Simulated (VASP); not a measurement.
Write the native input for VASP 6.6.1 that does the following.

```yaml
Task: single point
Functional: PBE
Potentials_or_basis: VASP PAW PBE potentials, release 64 (Eu, S)
Cutoff: 600 eV
k_mesh: 10 × 10 × 10
Occupations: fermi-dirac, width 0.1 eV
Spin: collinear spin, ferromagnetic start
Starting_moments: "[7.0, 0.0] μB"
Hubbard_terms: Eu f U = 1.5 eV
Dipole_correction: no
Further_INCAR_settings: ALGO = Normal; EDIFF = 1e-06; NBANDS = 22
```

The structure of EuS lies in POSCAR:

```
EuS
1.0
    0.0000000000      2.9785000000      2.9785000000
    2.9785000000      0.0000000000      2.9785000000
    2.9785000000      2.9785000000      0.0000000000
Eu S
1 1
Direct
    0.0000000000      0.0000000000      0.0000000000
    0.5000000000      0.5000000000      0.5000000000
```

These files were run (other wordings do the same):

INCAR

```
SYSTEM = EuS
ALGO = Normal ; EDIFF = 1E-6
ENCUT = 600 ; GGA = PE
GGA_COMPAT = .FALSE. ; ISIF = 2
ISMEAR = -1 ; ISPIN = 2
LASPH = .TRUE. ; LCHARG = .FALSE.
LDAU = .TRUE. ; LDAUJ = 0 0
LDAUL = 3 -1 ; LDAUPRINT = 1
LDAUTYPE = 2 ; LDAUU = 1.5 0
LMAXMIX = 6 ; LORBIT = 11
LREAL = .FALSE. ; LWAVE = .FALSE.
MAGMOM = 7 0 ; NBANDS = 22
NELM = 200 ; PREC = Accurate
SIGMA = 0.1
```

KPOINTS

```
k-points
0
G
  10 10 10
  0 0 0
```

Potentials or basis: VASP PAW PBE potentials, release 64 (Eu, S).

Command:

```bash
$ cat potpaw_PBE.64/Eu/POTCAR potpaw_PBE.64/S/POTCAR > POTCAR
$ mpirun -np 1 vasp_std > vasp.out
```

Results of the run:

```
Pressure                                              : -1.7 GPa
Band gap on the k mesh                                : zero (filled and empty bands overlap)
Net moment                                            : 6.98 μB per cell
Site moments                                          : Eu +6.62; S -0.07 μB
Valence electrons inside the program's atomic spheres : Eu 14.78; S 3.75
```

Caveat: spin-orbit coupling is left out, which moves the levels of the heavy elements; a cell with one magnetic atom can't hold antiferromagnetic order, which such compounds often take.

Wall time 5.4 min on 1 thread of Oxide Virtual Turin-like Processor, with other jobs on the host, peak memory 0.29 GiB.
